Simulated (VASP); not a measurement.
# VWC2 (R-3m) in VASP: settings compared, part 2 of 3

VASP 6.6.1.

### 3 Single point, PBEsol, collinear spin, ferromagnetic start

This run uses another cell than the first one, of 9.53 Å³/atom.

INCAR

```
ALGO = Normal
EDIFF = 1E-6
ENCUT = 520
GGA = PS
ISIF = 2
ISMEAR = -1
ISPIN = 2
LASPH = True
LCHARG = True
LELF = True
LMAXMIX = 4
LORBIT = 11
LREAL = False
LVHAR = True
LWAVE = False
MAGMOM = 0 2 0 0
NBANDS = 30
NELM = 150
PREC = Accurate
SIGMA = 0.05
```

KPOINTS

```
k-points
0
Gamma
  10 10 10
```

POSCAR

```
VWC2
1.0
    1.5021997319      0.8672954196      4.8755424763
   -1.5021997319      0.8672954196      4.8755424763
    0.0000000000     -1.7345908391      4.8755424763
W V C
1 1 2
Direct
    0.0000000000      0.0000000000      0.0000000000
    0.5000000000      0.5000000000      0.5000000000
    0.2463790345      0.2463790345      0.2463790345
    0.7536209655      0.7536209655      0.7536209655
```

Potentials or basis: VASP PAW PBE potentials, release 64 (W_sv, V_sv, C).

Run with:

```
$ cat potpaw_PBE.64/W_sv/POTCAR potpaw_PBE.64/V_sv/POTCAR potpaw_PBE.64/C/POTCAR > POTCAR
$ mpirun -np 1 vasp_std > vasp.out
```

Run time: 6 min. Hardware: 1 thread of Intel Xeon Platinum 8488C (Sapphire Rapids), shared host; peak memory 0.44 GiB.

It converged, with:

```
Free energy                                           : -43.4806 eV
Pressure                                              : 0.8 GPa
Largest force                                         : 0.022 eV/Å
Net moment                                            : 0.00 μB per cell
Valence electrons inside the program's atomic spheres : W 12.21; V 11.76; C 2.44
```

Forces in eV/Å, atoms in the order of the input:
```
W    0.000  0.000  0.000
V    0.000  0.000  0.000
C    0.000  0.000 -0.022
C    0.000  0.000  0.022
```

Levels at points of the mesh, in eV from the Fermi level:
Spin up:
| k point | band 16 | band 17 | band 18 | band 19 | band 20 | band 21 |
| --- | --- | --- | --- | --- | --- | --- |
| (0.00, 0.00, 0.00) | -1.83 | -0.47 | -0.47 | -0.09 | -0.09 | -0.01 |
| (0.50, 0.00, 0.00) | -3.84 | -0.86 | -0.57 | 0.95 | 1.60 | 2.24 |
| (0.50, 0.50, 0.00) | -1.85 | -1.78 | 0.73 | 0.96 | 1.05 | 1.75 |
| (0.50, 0.50, 0.50) | -3.81 | -0.60 | -0.60 | -0.38 | -0.38 | 0.64 |
Spin down:
```
           k point  band 14  band 15  band 16  band 17  band 18  band 19  band 20  band 21  band 22  band 23
(0.00, 0.00, 0.00)    -1.94    -1.94    -1.83    -0.47    -0.47    -0.09    -0.09    -0.01     1.15     1.15
(0.50, 0.00, 0.00)    -4.82    -4.66    -3.84    -0.86    -0.57     0.95     1.60     2.24     3.18     3.85
(0.50, 0.50, 0.00)    -5.32    -4.64    -1.85    -1.78     0.73     0.96     1.05     1.75     2.43     3.12
(0.50, 0.50, 0.50)    -4.83    -3.81    -3.81    -0.60    -0.60    -0.38    -0.38     0.64     1.27     4.14
```

Caveat: the moments typed at the start vanished in this run; the PAW data sets were made with another functional, which shifts forces and pressure a little; spin-orbit coupling is left out, which moves the levels of the heavy elements.

### 4 Single point, PBEsol, collinear spin, ferromagnetic start

This run uses another cell than the first one, of 9.24 Å³/atom.

INCAR

```
SYSTEM = VWC2
ALGO     = Normal         ! electronic algorithm
EDIFF    = 1E-7           ! SCF threshold, eV
ENCUT    = 520            ! plane-wave cutoff, eV
GGA      = PS             ! functional
ISIF     = 2              ! what is computed and relaxed
ISMEAR   = -1             ! smearing method
ISPIN    = 2              ! spin polarisation
LASPH    = .TRUE.         ! aspherical terms in the spheres
LCHARG   = .FALSE.        ! write CHGCAR
LMAXMIX  = 4              ! l up to which the mixer works
LORBIT   = 11             ! projections on sites
LREAL    = .FALSE.        ! projectors in reciprocal space
LWAVE    = .FALSE.        ! write WAVECAR
MAGMOM   = 0 2 0 0        ! initial moments
NBANDS   = 30             ! bands
NELM     = 150            ! most SCF steps
PREC     = Accurate       ! precision mode
SIGMA    = 0.05           ! smearing width, eV
```

KPOINTS

```
k-points
0
G
  10 10 10
  0 0 0
```

POSCAR

```
VWC2
1.0
    1.4860724039      0.8579843024      4.8331732337
   -1.4860724039      0.8579843024      4.8331732337
    0.0000000000     -1.7159686048      4.8331732337
W V C
1 1 2
Direct
    0.0000000000      0.0000000000      0.0000000000
    0.5000000000      0.5000000000      0.5000000000
    0.2464940000      0.2464940000      0.2464940000
    0.7535060000      0.7535060000      0.7535060000
```

Potentials or basis: VASP PAW PBE potentials, release 64 (W_sv, V_sv, C).

Run with:

```
$ cat potpaw_PBE.64/W_sv/POTCAR potpaw_PBE.64/V_sv/POTCAR potpaw_PBE.64/C/POTCAR > POTCAR
$ mpirun -np 1 vasp_std > vasp.out
```

OUTCAR:

```text
SYSTEM = VWC2
   EDIFF = 1E-7
   ENCUT = 520
   GGA = PS
   ISIF = 2
   ISMEAR = -1
   ISPIN = 2
   LASPH = .TRUE.
   LORBIT = 11
   LREAL = .FALSE.
   NELM = 150
   PREC = Accurate

 ion  position               nearest neighbor table
   1  0.000  0.000  0.000-   4 2.13   3 2.13   4 2.13   4 2.13   3 2.13   3 2.13   2 2.96   2 2.96
                             2 2.96   2 2.96   2 2.96   2 2.96
   2  0.500  0.500  0.500-   3 2.07   4 2.07   3 2.07   3 2.07   4 2.07   4 2.07   1 2.96   1 2.96
                             1 2.96   1 2.96   1 2.96   1 2.96
   3  0.246  0.246  0.246-   2 2.07   2 2.07   2 2.07   1 2.13   1 2.13   1 2.13
   4  0.754  0.754  0.754-   2 2.07   2 2.07   2 2.07   1 2.13   1 2.13   1 2.13

  LATTYP: Found a trigonal (rhomboedric) cell.
 ALAT       =     5.1287534314
 COS(alpha) =     0.8320862373

  Lattice vectors:

 A1 = (   1.4860724039,   0.8579843024,   4.8331732337)
 A2 = (  -1.4860724039,   0.8579843024,   4.8331732337)
 A3 = (   0.0000000000,  -1.7159686048,   4.8331732337)

Analysis of symmetry for initial positions (statically):
=====================================================================
 Subroutine PRICEL returns:
 Original cell was already a primitive cell.

 Routine SETGRP: Setting up the symmetry group for a
 trigonal (rhombohedral) supercell.

 Subroutine GETGRP returns: Found 12 space group operations
 (whereof 12 operations were pure point group operations)
 out of a pool of 12 trial point group operations.

The static configuration has the point symmetry D_3d.

Analysis of symmetry for dynamics (positions and initial velocities):
=====================================================================
 Subroutine PRICEL returns:
 Original cell was already a primitive cell.

 Routine SETGRP: Setting up the symmetry group for a
 trigonal (rhombohedral) supercell.

 Subroutine GETGRP returns: Found 12 space group operations
 (whereof 12 operations were pure point group operations)
 out of a pool of 12 trial point group operations.

The dynamic configuration has the point symmetry D_3d.

Analysis of structural, dynamic, and magnetic symmetry:
[... 169 lines left out ...]
 fundamental gap:      0.0372815551
 Fermi energy:        12.4624836191

 spin component 1

 k-point     1 :       0.0000    0.0000    0.0000
  band No.  band energies     occupation
      1     -62.5835      1.00000
      2     -52.3614      1.00000
      3     -27.0980      1.00000
      4     -26.6100      1.00000
      5     -26.6100      1.00000
      6     -26.2820      1.00000
[... 757 lines left out ...]
     28      23.8024      0.00000
     29      25.7798      0.00000

 [... further k-points ...]

 spin component 2

 k-point     1 :       0.0000    0.0000    0.0000
  band No.  band energies     occupation
      1     -62.5835      1.00000
      2     -52.3615      1.00000
      3     -27.0980      1.00000
      4     -26.6100      1.00000
      5     -26.6100      1.00000
      6     -26.2821      1.00000
[... 757 lines left out ...]
     28      23.8024      0.00000
     29      25.7798      0.00000

 [... further k-points ...]

 [bands above 29 left out]

------------------------ aborting loop because EDIFF is reached ----------------------------------------

  FORCE on cell =-STRESS in cart. coord.  units (eV):
  Direction    XX          YY          ZZ          XY          YZ          ZX
  --------------------------------------------------------------------------------------
  -------------------------------------------------------------------------------------
  Total        3.0321084      3.0321084      2.7781316      0.0000000      0.0000000      0.0000000
  in kB      131.3869963    131.3869963    120.3816987      0.0000000      0.0000000      0.0000000
  external PRESSURE =     127.7185638 kB  Pullay stress =       0.0000000 kB

 VOLUME and BASIS-vectors are now :
 -----------------------------------------------------------------------------
  energy-cutoff  :      520.00
  volume of cell :       36.97
      direct lattice vectors                 reciprocal lattice vectors
     1.486072404  0.857984302  4.833173234     0.336457361  0.194253748  0.068967802
    -1.486072404  0.857984302  4.833173234    -0.336457361  0.194253748  0.068967802
     0.000000000 -1.715968605  4.833173234     0.000000000 -0.388507496  0.068967802

 POSITION                                       TOTAL-FORCE (eV/Angst)
 -----------------------------------------------------------------------------------
      0.00000      0.00000      0.00000        -0.000000      0.000000     -0.000000
      0.00000      0.00000      7.24976         0.000000      0.000000      0.000000
      0.00000      0.00000      3.57404         0.000000      0.000000     -0.223360
      0.00000      0.00000     10.92548         0.000000     -0.000000      0.223360
 -----------------------------------------------------------------------------------
    total drift:                               -0.000000     -0.000000      0.000000

  FREE ENERGIE OF THE ION-ELECTRON SYSTEM (eV)
  ---------------------------------------------------
  free  energy   TOTEN  =       -43.4318725142 eV

  energy  without entropy=      -43.4131046651  energy(sigma->0) =      -43.42248859

 total charge

# of ion       s       p       d       tot
------------------------------------------
    1        2.341   6.446   3.509  12.296
    2        2.263   6.332   3.237  11.832
    3        0.878   1.588   0.000   2.466
    4        0.878   1.588   0.000   2.466
--------------------------------------------------
tot          6.359  15.954   6.746  29.060

 magnetization (x)

# of ion       s       p       d       tot
------------------------------------------
    1       -0.000  -0.000  -0.000  -0.000
    2        0.000   0.000   0.000   0.000
    3       -0.000  -0.000   0.000  -0.000
    4       -0.000  -0.000   0.000  -0.000
--------------------------------------------------
tot         -0.000  -0.000  -0.000  -0.000
```

OSZICAR:

```text
N       E                     dE             d eps       ncg     rms          rms(c)
DAV:   1     0.363050276851E+03    0.36305E+03   -0.17817E+04 13960   0.131E+03
DAV:   2    -0.325697064713E+02   -0.39562E+03   -0.37837E+03 14716   0.425E+02
DAV:   3    -0.519434405436E+02   -0.19374E+02   -0.18979E+02 16032   0.954E+01
DAV:   4    -0.522086405314E+02   -0.26520E+00   -0.26468E+00 15208   0.113E+01
DAV:   5    -0.522107590498E+02   -0.21185E-02   -0.21184E-02 15994   0.112E+00    0.529E+01
DAV:   6    -0.483009364898E+02    0.39098E+01   -0.62113E+01 16666   0.569E+01    0.250E+01
DAV:   7    -0.481826851039E+02    0.11825E+00   -0.93525E+01 15702   0.627E+01    0.212E+01
DAV:   8    -0.439607348614E+02    0.42220E+01   -0.80366E+00 15784   0.177E+01    0.116E+01
DAV:   9    -0.434626287196E+02    0.49811E+00   -0.28747E+00 15804   0.993E+00    0.214E+00
DAV:  10    -0.434328401538E+02    0.29789E-01   -0.20101E-01 16098   0.381E+00    0.812E-01
DAV:  11    -0.434323774584E+02    0.46270E-03   -0.12800E-02 16338   0.569E-01    0.554E-01
DAV:  12    -0.434319235205E+02    0.45394E-03   -0.33503E-03 14990   0.415E-01    0.223E-01
DAV:  13    -0.434318793863E+02    0.44134E-04   -0.12529E-04 15144   0.686E-02    0.886E-02
DAV:  14    -0.434318868240E+02   -0.74377E-05   -0.17112E-04 15876   0.948E-02    0.609E-02
DAV:  15    -0.434318730894E+02    0.13735E-04   -0.54497E-05 15246   0.588E-02    0.173E-02
DAV:  16    -0.434318731087E+02   -0.19324E-07   -0.54382E-06 15954   0.171E-02    0.115E-02
DAV:  17    -0.434318725516E+02    0.55712E-06   -0.28321E-06 15402   0.133E-02    0.227E-03
DAV:  18    -0.434318725142E+02    0.37398E-07   -0.34470E-08  7746   0.132E-03
   1 F= -.43431873E+02 E0= -.43422489E+02  d E =-.187678E-01  mag=    -0.0000
```

stdout:

```text
POSCAR found type information on POSCAR W V C
 POSCAR found :  3 types and       4 ions
 scaLAPACK will be used
 -----------------------------------------------------------------------------
|                                                                             |
|                                                                             |
|     You enforced a specific xc type in the INCAR file but a different       |
|     I HOPE YOU KNOW WHAT YOU ARE DOING!                                     |
|                                                                             |
 -----------------------------------------------------------------------------

 LDA part: xc-table for (Slater+PW92), standard interpolation
 POSCAR, INCAR and KPOINTS ok, starting setup
 FFT: planning ... GRIDC
 FFT: planning ... GRID_SOFT
 FFT: planning ... GRID
 WAVECAR not read
 entering main loop
```

It took 8.5 min on 1 thread of Intel Xeon Platinum 8124M at 3.00GHz (Skylake/Cascade Lake), shared host; peak memory 0.44 GiB.

Results:

| Item | Value |
| --- | --- |
| Free energy | -43.4319 eV |
| Pressure | 12.8 GPa |
| Largest force | 0.223 eV/Å |
| Net moment | 0.00 μB per cell |
| Valence electrons inside the program's atomic spheres | W 12.30; V 11.83; C 2.47 |

Forces in eV/Å, atoms in the order of the input:
```
W    0.000  0.000  0.000
V    0.000  0.000  0.000
C    0.000  0.000 -0.223
C    0.000  0.000  0.223
```

Levels at points of the mesh, in eV from the Fermi level:
Spin up:
```tsv
k point	band 16	band 17	band 18	band 19	band 20	band 21
(0.00, 0.00, 0.00)	-1.93	-0.49	-0.49	-0.11	-0.11	-0.06
(0.50, 0.00, 0.00)	-3.95	-0.89	-0.62	1.00	1.69	2.36
(0.50, 0.50, 0.00)	-1.87	-1.82	0.78	1.01	1.10	1.83
(0.50, 0.50, 0.50)	-3.93	-0.62	-0.62	-0.40	-0.40	0.65
```
Spin down:
```tsv
k point	band 15	band 16	band 17	band 18	band 19	band 20	band 21	band 22
(0.00, 0.00, 0.00)	-2.02	-1.93	-0.49	-0.49	-0.11	-0.11	-0.06	1.20
(0.50, 0.00, 0.00)	-4.78	-3.95	-0.89	-0.62	1.00	1.69	2.36	3.35
(0.50, 0.50, 0.00)	-4.83	-1.87	-1.82	0.78	1.01	1.10	1.83	2.56
(0.50, 0.50, 0.50)	-3.93	-3.93	-0.62	-0.62	-0.40	-0.40	0.65	1.34
```

Caveat: the cell stands under pressure; the moments typed at the start vanished in this run; the PAW data sets were made with another functional, which shifts forces and pressure a little; spin-orbit coupling is left out, which moves the levels of the heavy elements.

[end of part 2 of 3]
